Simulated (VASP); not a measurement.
# Cl in VASP: a series of runs, part 2 of 2

VASP 6.6.1. Earlier steps stand in the parts before.

## (4) Single point, r2SCAN

POSCAR reads:

```
Cl
1.0
    9.9665550000      0.0000000000      0.0000000000
    0.0000000000      9.9665550000      0.0000000000
    0.0000000000      0.0000000000      9.9665550000
Cl
24
Direct
    0.1331453045      0.7639951819      0.5299925601
    0.2909932268      0.7357105840      0.6510072939
   -0.0050569128      0.1276368816      0.1272154721
   -0.1340984924      0.2663809110      0.0628702696
    0.8555413581      0.8220894783      0.9709573669
    1.0309078714      0.7867412561      1.0556606571
    0.9358399166      0.1396570831      0.4774367873
    0.8352936396      0.1084627537      0.6498835355
    0.2299791653      0.0991817132      0.8025541423
    0.1998584265      0.2448488971      0.6621846767
    0.3995462825      0.8252801495      0.2857055422
    0.4790120558      0.8288520958      0.1009175186
    0.8589728346      0.5644879299      0.5121930296
    0.6753587373      0.5916788700      0.5882473934
    0.0452112089      0.5032932643      0.2634210116
    0.1983232923      0.4282322227      0.3597732617
    0.4849017539      0.4478177264      0.0657298334
    0.5511332652      0.3981014503     -0.1209244318
    0.5520563525     -0.1376202710      0.7961125986
    0.5834312859      0.0586963098      0.8353739080
    0.5033634992      0.1247973849      0.4176066856
    0.5439492382      0.3215955764      0.4508378271
    0.2119789636      0.5149622914      0.9122209229
    0.0377362088      0.5389023589      0.8067281021
```

INCAR.step1 reads:

```
SYSTEM = Cl
ALGO = Normal
EDIFF = 1E-4
ENCUT = 520
GGA = PE
ISMEAR = -1
LASPH = .TRUE.
LCHARG = .FALSE.
LREAL = Auto
LWAVE = .TRUE.
NBANDS = 102
NELM = 100
PREC = Accurate
SIGMA = 0.05
```

INCAR.step2 reads:

```
SYSTEM = Cl
ALGO = Normal
EDIFF = 1E-6
ENCUT = 520
ISIF = 2
ISMEAR = -1
ISTART = 1
LASPH = .TRUE.
LCHARG = .FALSE.
LMIXTAU = .TRUE.
LREAL = Auto
LWAVE = .FALSE.
METAGGA = R2SCAN
NBANDS = 102
NELM = 100
PREC = Accurate
SIGMA = 0.05
```

KPOINTS reads:

```
k-points
0
G
  1 1 1
  0 0 0
```

Potentials or basis: VASP PAW PBE potentials, release 64 (Cl).

Command:

```console
> cat potpaw_PBE.64/Cl/POTCAR > POTCAR
> cp INCAR.step1 INCAR
> mpirun -np 1 vasp_gam > vasp.out
> cp INCAR.step2 INCAR
> mpirun -np 1 vasp_gam > vasp.out
```

OUTCAR:

```text
SYSTEM = Cl
   EDIFF = 1E-6
   ENCUT = 520
   ISIF = 2
   ISMEAR = -1
   ISTART = 1
   LASPH = .TRUE.
   LREAL = Auto
   METAGGA = R2SCAN
   NELM = 100
   PREC = Accurate

 ion  position               nearest neighbor table
   1  0.133  0.764  0.530-   2 2.00
   2  0.291  0.736  0.651-   1 2.00
   3  0.995  0.128  0.127-   4 1.99
   4  0.866  0.266  0.063-   3 1.99
   5  0.856  0.822  0.971-   6 1.97
   6  0.031  0.787  0.056-   5 1.97
[... 16 lines left out ...]
  23  0.212  0.515  0.912-  24 2.04
  24  0.038  0.539  0.807-  23 2.04

  LATTYP: Found a simple cubic cell.
 ALAT       =     9.9665550000

  Lattice vectors:

 A1 = (   9.9665550000,   0.0000000000,   0.0000000000)
 A2 = (   0.0000000000,   9.9665550000,   0.0000000000)
 A3 = (   0.0000000000,   0.0000000000,   9.9665550000)

Analysis of symmetry for initial positions (statically):
=====================================================================
 Subroutine PRICEL returns:
 Original cell was already a primitive cell.

 Routine SETGRP: Setting up the symmetry group for a
 simple cubic supercell.

 Subroutine GETGRP returns: Found  1 space group operations
 (whereof  1 operations were pure point group operations)
 out of a pool of 48 trial point group operations.

The static configuration has the point symmetry C_1 .

Analysis of symmetry for dynamics (positions and initial velocities):
=====================================================================
 Subroutine PRICEL returns:
 Original cell was already a primitive cell.

 Routine SETGRP: Setting up the symmetry group for a
 simple cubic supercell.

 Subroutine GETGRP returns: Found  1 space group operations
 (whereof  1 operations were pure point group operations)
 out of a pool of 48 trial point group operations.

The dynamic configuration has the point symmetry C_1 .

 Subroutine INISYM returns: Found  1 space group operations
[... 139 lines left out ...]
  Fermi-wavevector in a.u.,A,eV,Ry     =   0.906357  1.712767 11.176967  0.821484
  Thomas-Fermi vector in A             =   2.030036
   LORBIT       =      0    0 simple, 1 ext, 2 COOP (PROOUT), +10 PAW based schemes
   METAGGA = R2SCAN    functional components
   LHFCALC =     F    Hartree Fock is set to
   AEXX    =    0.0000 exact exchange contribution
   IVDW    =     0    specifies the selected vdW correction
   LEPSILON=     F    determine dielectric tensor
   LRPA    =     F    only Hartree local field effects (RPA)
 non-spin polarized calculation
  energy-cutoff  :      520.00
  volume of cell :      990.00
 maximum number of plane-waves:     13373
 NGX is ok and might be reduce to    80
   NGX = 37   NGY = 37   NGZ = 37

 number of electron     168.0000000 magnetization

 Free energy of the ion-electron system (eV)
  ---------------------------------------------------
  ext. energy  EPLUGINS =         0.00000000
  ---------------------------------------------------
  free energy    TOTEN  =      -145.95386861 eV

  energy without entropy =     -145.95386860  energy(sigma->0) =     -145.95386861

 E-fermi :  -1.5686     XC(G=0):  -6.3534

 val. band max:       -2.6415012081   @ k =   0.0000   0.0000   0.0000
 cond. band min:      -0.4987799923   @ k =   0.0000   0.0000   0.0000
 fundamental gap:      2.1427212158
 Fermi energy:        -1.5686026265

 k-point     1 :       0.0000    0.0000    0.0000
  band No.  band energies     occupation
      1     -20.5789      2.00000
      2     -20.3718      2.00000
      3     -20.2810      2.00000
      4     -20.2185      2.00000
      5     -20.2090      2.00000
      6     -20.0991      2.00000
[... 88 lines left out ...]
     95       0.5910      0.00000
     96       0.6362      0.00000
 [bands above 96 left out]

------------------------ aborting loop because EDIFF is reached ----------------------------------------

  FORCE on cell =-STRESS in cart. coord.  units (eV):
  Direction    XX          YY          ZZ          XY          YZ          ZX
  --------------------------------------------------------------------------------------
  -------------------------------------------------------------------------------------
  Total       -1.6850795     -4.1691816     -4.5527520      0.0353126      0.4823912      0.0486724
  in kB       -2.7270668     -6.7472405     -7.3679959      0.0571486      0.7806830      0.0787695
  external PRESSURE =      -5.6141010 kB  Pullay stress =       0.0000000 kB

 VOLUME and BASIS-vectors are now :
 -----------------------------------------------------------------------------
  energy-cutoff  :      520.00
  volume of cell :      990.00
      direct lattice vectors                 reciprocal lattice vectors
     9.966555000  0.000000000  0.000000000     0.100335572  0.000000000  0.000000000
     0.000000000  9.966555000  0.000000000     0.000000000  0.100335572  0.000000000
     0.000000000  0.000000000  9.966555000     0.000000000  0.000000000  0.100335572

 POSITION                                       TOTAL-FORCE (eV/Angst)
 -----------------------------------------------------------------------------------
      1.32700      7.61440      5.28220         0.317961     -0.021518      0.168590
      2.90020      7.33250      6.48830        -0.339312      0.133157     -0.333195
      9.91616      1.27210      1.26790        -0.159769      0.225794     -0.056512
      8.63006      2.65490      0.62660         0.097589     -0.198264      0.022031
      8.52680      8.19340      9.67710        -0.172912      0.049940     -0.101044
      0.30805      7.84110      0.55475         0.112369      0.039365      0.096738
[... 16 lines left out ...]
      2.11270      5.13240      9.09170        -0.874139      0.010853     -0.342971
      0.37610      5.37100      8.04030         0.880075     -0.141511      0.450290
 -----------------------------------------------------------------------------------
    total drift:                                0.003179     -0.002205     -0.000111

  FREE ENERGIE OF THE ION-ELECTRON SYSTEM (eV)
  ---------------------------------------------------
  free  energy   TOTEN  =      -145.9538686068 eV

  energy  without entropy=     -145.9538686045  energy(sigma->0) =     -145.95386861
```

It took 14 min on 1 thread of Intel Xeon Platinum 8488C (Sapphire Rapids), shared host; peak memory 1 GiB.

Results:

```
Free energy   : -145.9539 eV
Pressure      : -0.6 GPa
Largest force : 0.999 eV/Å
```

Forces on the atoms (eV/Å):
```
Cl   0.318 -0.022  0.169
Cl  -0.339  0.133 -0.333
Cl  -0.160  0.226 -0.057
Cl   0.098 -0.198  0.022
Cl  -0.173  0.050 -0.101
Cl   0.112  0.039  0.097
Cl  -0.348 -0.124  0.230
Cl   0.239  0.101 -0.443
Cl  -0.208  0.685 -0.659
Cl   0.270 -0.666  0.691
Cl   0.100 -0.018 -0.187
Cl  -0.171  0.015  0.239
Cl  -0.380  0.034  0.057
Cl   0.120 -0.057 -0.042
Cl  -0.339  0.219 -0.260
Cl   0.619 -0.296  0.328
Cl   0.264 -0.297 -0.792
Cl  -0.206  0.207  0.745
Cl   0.327  0.625  0.210
Cl  -0.116 -0.500 -0.027
Cl   0.093  0.633  0.020
Cl  -0.127 -0.659 -0.013
Cl  -0.874  0.011 -0.343
Cl   0.880 -0.142  0.450
```

Caveat: the k points lie up to 0.63 Å⁻¹ apart; the atoms stand as in a frame of molecular dynamics; the PAW data sets were made with another functional, which shifts forces and pressure a little.

## (5) The runs side by side

```csv
cell,pressure (GPa),largest force (eV/Å)
"as given, atomic positions A",-0.5,1.12
"as given, atomic positions B",-0.4,1.03
"as given, atomic positions C",-0.6,1.00
```

Alike in all rows: task single point; level r2SCAN; potentials or basis VASP PAW PBE potentials, release 64 (Cl); no spin polarisation; k mesh 1 × 1 × 1; cutoff (eV) 520; smearing fermi-dirac 0.05 eV.

Caveats: all runs use coarse meshes; the atoms stand as in a frame of molecular dynamics; the PAW data sets were made with another functional, which shifts forces and pressure a little.

Total energies depend on the potentials used, so only differences within one code and one set of settings carry meaning.
